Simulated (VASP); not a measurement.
# Ti5Al16 (a cell with a defect) in VASP: notebook, part 2 of 2

VASP 6.6.1. Earlier steps stand in the parts before.

## (3) Single point, PBE

INCAR

```
SYSTEM = Ti5Al16
PREC = Accurate
ENCUT = 520
EDIFF = 1E-7
ISMEAR = 0
SIGMA = 0.1
LREAL = Auto
LASPH = .True.
NELM = 60
ALGO = Normal
ISIF = 2
LWAVE = .False.
LCHARG = .False.
GGA = PE
NBANDS = 70
```

KPOINTS

```
Automatic mesh
0
Gamma
  4 4 4
  0.5 0.5 0.5
```

POSCAR

```
Ti5Al16
1.0
   -5.7680202884     -1.9226734295      4.3114047960
   -1.9226734295      5.7680202884     -4.3114047960
    1.9226734295     -5.7680202884     -4.3114047960
Ti Al
5 16
Direct
    0.3416311319      0.5600032713      0.7707708898
    0.0585593987      0.0291702264      0.0185843413
    0.2000132181      0.8021718703      0.4021337316
    0.8161122300      0.2195283085      0.6113306231
    0.5842127856      0.3953758274      0.2035518836
    0.8123102842      0.6590275946      0.1141910228
    0.4085510768      0.1094493025      0.3280568380
    0.5877490075      0.9020107862      0.6464958389
    0.2001040812      0.3027166243      0.9028031404
    0.9917491815      0.5197383445      0.5011389300
    0.7002624988      0.1104874272      0.2105102896
    0.2977716295      0.4567058664      0.3551170073
    0.4933748943      0.2511372206      0.7531556005
    0.1024430343      0.6574323526      0.9590480566
    0.9068200940      0.8598699818      0.5578903055
    0.5035130174      0.7478058127      0.2348925510
    0.0876351113      0.1366950918      0.4339510330
    0.3126895035      0.9464397850      0.8492784069
    0.8966722448      0.3315594461      0.0444205635
    0.7001041775      0.5452610112      0.6452816892
    0.6999757626      0.8417598360      0.9415398595
```

Potentials or basis: VASP PAW PBE potentials, release 64 (Ti_sv, Al).

The run is started by

```sh
$ cat potpaw_PBE.64/Ti_sv/POTCAR potpaw_PBE.64/Al/POTCAR > POTCAR
$ mpirun -np 1 vasp_std > vasp.out
```

OUTCAR:

```text
SYSTEM = Ti5Al16
   PREC = Accurate
   ENCUT = 520
   EDIFF = 1E-7
   ISMEAR = 0
   LREAL = Auto
   LASPH = .True.
   NELM = 60
   ISIF = 2
   GGA = PE

 ion  position               nearest neighbor table
   1  0.342  0.560  0.771-  21 2.32   9 2.52  10 2.55  17 2.72  14 2.75  12 2.81  18 2.84  13 2.87
                            16 2.87  20 3.13
   2  0.059  0.029  0.019-  21 2.32   9 2.52   7 2.55  18 2.73  12 2.75  14 2.81  17 2.84  15 2.87
                            19 2.87  20 3.13
   3  0.200  0.802  0.402-   8 2.52   6 2.52  10 2.64   7 2.64  14 2.85  12 2.85  17 2.85  18 2.85
                            15 2.88  13 2.88  19 3.00  16 3.00
   4  0.816  0.220  0.611-  11 2.56   8 2.57   9 2.66   7 2.69  10 2.71  20 2.80  14 2.82  19 2.84
                            17 2.88  15 2.91  13 2.98  16 3.05
   5  0.584  0.395  0.204-  11 2.56   6 2.57   9 2.66  10 2.69   7 2.72  20 2.80  12 2.82  16 2.84
                            18 2.88  13 2.91  15 2.98  19 3.05
   6  0.812  0.659  0.114-  21 2.33   3 2.52   5 2.57  19 2.65  13 2.76  14 2.77  15 2.85  16 2.93
                            17 2.96  20 3.04
   7  0.409  0.109  0.328-   2 2.55  11 2.60   3 2.64   4 2.69   5 2.72  13 2.75  20 2.76  17 2.81
                            16 2.94  12 2.94  14 2.94  18 3.09
   8  0.588  0.902  0.646-  21 2.33   3 2.52   4 2.57  16 2.65  15 2.76  12 2.77  13 2.85  19 2.93
                            18 2.97  20 3.04
   9  0.200  0.303  0.903-   1 2.52   2 2.52   4 2.66   5 2.66  16 2.84  19 2.84  15 2.84  13 2.84
[... 11 lines left out ...]
  15  0.907  0.860  0.558-  17 2.68  10 2.75  20 2.75   8 2.76  18 2.77  16 2.77   9 2.84   6 2.85
                             2 2.87   3 2.88   4 2.91   5 2.98
  16  0.504  0.748  0.235-   8 2.65  14 2.69  11 2.71  15 2.77  12 2.80   9 2.84   5 2.84   1 2.87
                             6 2.93   7 2.94   3 3.00   4 3.05  21 3.14
  17  0.088  0.137  0.434-  15 2.68  11 2.71   1 2.72  12 2.74  13 2.77   7 2.81   2 2.84   3 2.85
                             4 2.88   6 2.96   9 2.99  10 3.09  21 3.16
  18  0.313  0.946  0.849-  13 2.68  11 2.71   2 2.73  14 2.74  15 2.77  10 2.80   1 2.84   3 2.85
                             5 2.88   8 2.97   9 2.99   7 3.09  21 3.15
  19  0.897  0.332  0.044-   6 2.65  12 2.69  11 2.71  13 2.77  14 2.80   9 2.84   4 2.84   2 2.87
                             8 2.93  10 2.94   3 3.00   5 3.05  21 3.14
  20  0.700  0.545  0.645-  21 2.56  14 2.74  12 2.74  15 2.75  13 2.75  10 2.76   7 2.76   4 2.80
                             5 2.80   6 3.04   8 3.04   2 3.13   1 3.13
  21  0.700  0.842  0.942-   1 2.32   2 2.32  11 2.32   8 2.33   6 2.33  20 2.56  19 3.14  16 3.14
                            18 3.15  17 3.16

  LATTYP: Found a body centered tetragonal cell.
 ALAT       =     8.5984569737
 C/A-ratio  =     1.0028322080

  Lattice vectors:

 A1 = (   1.9226734295,  -5.7680202884,   4.3114047960)
 A2 = (  -1.9226734295,   5.7680202884,   4.3114047960)
 A3 = (  -5.7680202884,  -1.9226734295,  -4.3114047960)

Analysis of symmetry for initial positions (statically):
=====================================================================
 Subroutine PRICEL returns:
 Original cell was already a primitive cell.

 Routine SETGRP: Setting up the symmetry group for a
 body centered tetragonal supercell.

 Subroutine GETGRP returns: Found  1 space group operations
 (whereof  1 operations were pure point group operations)
 out of a pool of 16 trial point group operations.

The static configuration has the point symmetry C_1 .

Analysis of symmetry for dynamics (positions and initial velocities):
=====================================================================
 Subroutine PRICEL returns:
 Original cell was already a primitive cell.

 Routine SETGRP: Setting up the symmetry group for a
 body centered tetragonal supercell.

 Subroutine GETGRP returns: Found  1 space group operations
 (whereof  1 operations were pure point group operations)
 out of a pool of 16 trial point group operations.
[... 129 lines left out ...]
 SYSTEM =  Ti5Al16
   PREC   = accura    normal or accurate (medium, high low for compatibility)
   ISTART =      0    job   : 0-new  1-cont  2-samecut
   ICHARG =      2    charge: 1-file 2-atom 10-const
   ISPIN  =      1    spin polarized calculation?
   LNONCOLLINEAR =      F non collinear calculations
   LSORBIT =      F    spin-orbit coupling
   LASPH  =      T    aspherical Exc in radial PAW
   ENCUT  =  520.0 eV  38.22 Ry    6.18 a.u.  13.86 13.86 13.86*2*pi/ulx,y,z
   NELM   =     60;   NELMIN=  2; NELMDL= -5     # of ELM steps
   EDIFF  = 0.1E-06   stopping-criterion for ELM
   LREAL  =      T    real-space projection
   EDIFFG = 0.1E-05   stopping-criterion for IOM
   NSW    =      0    number of steps for IOM
   IBRION =     -1    ionic relax: 0-MD 1-quasi-New 2-CG
   NFREE  =      0    steps in history (QN), initial steepest desc. (CG)
   ISIF   =      2    stress and relaxation
   ISYM   =      2    0-nonsym 1-usesym 2-fastsym
   POTIM  = 0.5000    time-step for ionic-motion
   TEBEG  =    0.0;   TEEND  =   0.0 temperature during run
   PSTRESS=    0.0 pullay stress
   NELECT =     108.0000    total number of electrons
   NUPDOWN=      -1.0000    fix difference up-down
   EMIN   =  10.00;   EMAX   =-10.00  energy-range for DOS
   EFERMI =   0.00;   METHOD = LEGACY
   ISMEAR =     0;   SIGMA  =   0.10  broadening in eV -4-tet -1-fermi 0-gaus
   EFERMI_NEDOS =   21; number of points for ismear=-14 and -15
   IALGO  =     38    algorithm
   IMIX   =      4    mixing-type and parameters
     AMIX     =   0.40;   BMIX     =  1.00
     AMIX_MAG =   1.60;   BMIX_MAG =  1.00
  volume/ion in A,a.u.               =      15.18       102.43
  Fermi-wavevector in a.u.,A,eV,Ry     =   1.141290  2.156726 17.722182  1.302544
  Thomas-Fermi vector in A             =   2.277991
   LORBIT       =      0    0 simple, 1 ext, 2 COOP (PROOUT), +10 PAW based schemes
   GGA     = PE    functional components
   LHFCALC =     F    Hartree Fock is set to
   AEXX    =    0.0000 exact exchange contribution
   IVDW    =     0    specifies the selected vdW correction
   LEPSILON=     F    determine dielectric tensor
   LRPA    =     F    only Hartree local field effects (RPA)
 non-spin polarized calculation
 Gauss-broadening in eV      SIGMA  =   0.10
  energy-cutoff  :      520.00
  volume of cell :      318.76
 maximum number of plane-waves:      8619
   NGX = 27   NGY = 27   NGZ = 27

 number of electron     107.9999996 magnetization

 Free energy of the ion-electron system (eV)
  ---------------------------------------------------
  ext. energy  EPLUGINS =         0.00000000
  ---------------------------------------------------
  free energy    TOTEN  =      -101.56446389 eV

  energy without entropy =     -101.51193883  energy(sigma->0) =     -101.53820136

 E-fermi :   8.8442     XC(G=0): -10.8757

 val. band max:        8.8365605799   @ k =  -0.1250   0.1250  -0.3750
 cond. band min:       8.8465171706   @ k =  -0.3750   0.3750   0.1250
 fundamental gap:      0.0099565907
 Fermi energy:         8.8441919873

 k-point     1 :       0.1250    0.1250    0.1250
  band No.  band energies     occupation
      1     -47.6295      2.00000
      2     -47.6286      2.00000
      3     -47.6044      2.00000
      4     -47.4896      2.00000
      5     -47.4893      2.00000
      6     -24.0143      2.00000
[... 1645 lines left out ...]
     65      10.5340      0.00000
     66      10.7133      0.00000

 [... further k-points ...]

 [bands above 66 left out]

------------------------ aborting loop because EDIFF is reached ----------------------------------------

  FORCE on cell =-STRESS in cart. coord.  units (eV):
  Direction    XX          YY          ZZ          XY          YZ          ZX
  --------------------------------------------------------------------------------------
  -------------------------------------------------------------------------------------
  Total       24.2491298     20.5081373     16.5181250     -0.7437988      0.0099202      0.0136723
  in kB      121.8840554    103.0806039     83.0254970     -3.7385759      0.0498619      0.0687213
  external PRESSURE =     102.6633854 kB  Pullay stress =       0.0000000 kB

 VOLUME and BASIS-vectors are now :
 -----------------------------------------------------------------------------
  energy-cutoff  :      520.00
  volume of cell :      318.76
      direct lattice vectors                 reciprocal lattice vectors
    -5.768020288 -1.922673430  4.311404796    -0.156032738 -0.052010913  0.000000000
    -1.922673430  5.768020288 -4.311404796    -0.104021826  0.052010913 -0.115971481
     1.922673430 -5.768020288 -4.311404796    -0.052010913 -0.104021826 -0.115971481

 POSITION                                       TOTAL-FORCE (eV/Angst)
 -----------------------------------------------------------------------------------
     -1.56530     -1.87256     -4.26460        -0.004158     -0.012014      0.089530
     -0.35812     -0.05153      0.04658         0.011952      0.009219      0.079952
     -1.92282      1.92287     -4.32991        -0.000535      0.010554      0.003257
     -3.95404     -3.82904     -0.06358         0.015587     -0.014733     -0.026533
     -3.73857     -0.01681     -0.06344        -0.021901      0.014506     -0.031131
     -5.73296      1.58082      0.16854        -0.019212      0.042816      0.209276
[... 13 lines left out ...]
     -3.84591     -1.92299     -2.11448         0.001267     -0.000255     -0.183460
     -3.84563     -1.92136     -4.67065         0.000425     -0.002557     -0.330551
 -----------------------------------------------------------------------------------
    total drift:                               -0.002267      0.013400      0.011700

  FREE ENERGIE OF THE ION-ELECTRON SYSTEM (eV)
  ---------------------------------------------------
  free  energy   TOTEN  =      -101.5644638922 eV

  energy  without entropy=     -101.5119388333  energy(sigma->0) =     -101.53820136
```

Wall time 19 min (1 thread of Intel Xeon Platinum 8488C (Sapphire Rapids), shared host); peak memory 0.69 GiB.

What came out:

```
Free energy            : -101.5645 eV
Pressure               : 10.3 GPa
Largest force          : 0.331 eV/Å
Band gap on the k mesh : zero (bands 54 and 55 overlap by 0.11 eV)
```

Forces on the atoms (eV/Å):
```
Ti  -0.004 -0.012  0.090
Ti   0.012  0.009  0.080
Ti  -0.001  0.011  0.003
Ti   0.016 -0.015 -0.027
Ti  -0.022  0.015 -0.031
Al  -0.019  0.043  0.209
Al   0.014  0.013 -0.087
Al   0.019 -0.042  0.212
Al   0.002  0.002  0.015
Al  -0.014 -0.016 -0.088
Al   0.004 -0.002 -0.245
Al   0.034  0.024  0.044
Al   0.040 -0.025  0.060
Al  -0.040 -0.026  0.041
Al  -0.038  0.024  0.061
Al  -0.045  0.049  0.050
Al   0.039  0.036  0.036
Al  -0.041 -0.038  0.037
Al   0.043 -0.046  0.054
Al   0.001  0.000 -0.183
Al   0.000 -0.003 -0.331
```

Levels at points of the mesh, in eV from the Fermi level:
```tsv
k point	band 51	band 52	band 53	band 54	band 55	band 56	band 57	band 58
(0.12, 0.12, 0.12)	-0.71	-0.56	-0.35	-0.16	0.02	0.46	0.74	0.91
```
